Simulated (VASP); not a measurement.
Ru:

```xyz
3
Lattice="1.4130 0.8158 6.8291 -1.4130 0.8158 6.8291 0.0000 -1.6316 6.8291" Properties=species:S:1:pos:R:3 pbc="T T T"
Ru    0.0000    0.0000    0.0000
Ru    0.0000    0.0000    4.5527
Ru    0.0000    0.0000   15.9347
```

| Item | Value |
| --- | --- |
| Program | VASP 6.6.1 |
| Task | relaxation of cell and atoms |
| Functional | PBEsol |
| Potentials or basis | VASP PAW PBE potentials, release 64 (Ru_pv) |
| Cutoff | 600 eV |
| k mesh | 9 × 9 × 9 |
| Occupations | gaussian, width 0.1 eV |
| Spin | no spin polarisation |

At the start: pressure -38.3 GPa; volume 15.75 Å³/atom.

Problem. Where does the relaxation end?

Solution. Over 10 steps the energy falls by 346.7 meV/atom and the volume is 13.35 Å³/atom (-15.2 %); space group R-3m (No. 166, to 0.05 Å).

The path:
```tsv
step	energy change (eV)	largest force (eV/Å)	pressure (GPa)	volume (Å³)
1	0.0000	0.4663	-38.29	47.24
2	11.3701	0.9852	417.29	25.89
3	-0.9873	0.6000	-8.98	41.17
4	-1.0134	0.6048	-4.38	40.57
5	-1.0216	0.6082	0.42	40.00
6	-1.0212	0.6076	-0.79	40.14
7	-1.0398	0.0655	-0.43	40.12
8	-1.0399	0.0314	-0.40	40.12
9	-1.0397	0.0253	1.06	39.95
10	-1.0402	0.0069	0.22	40.05
```

Final structure:
```yaml
crystal:
  lattice:
    - [1.34407, 0.77600, 6.39914]
    - [-1.34407, 0.77600, 6.39914]
    - [0.00000, -1.55200, 6.39914]
  atoms:
    - { symbol: Ru, position: [0.00000, 0.00000, 0.00000] }
    - { symbol: Ru, position: [0.22071, 0.22071, 0.22071] }
    - { symbol: Ru, position: [0.77929, 0.77929, 0.77929] }
```

Caveat: the volume moved by over 15 % at a fixed basis, so the end points are rough; the PAW data sets were made with another functional, which shifts forces and pressure a little.
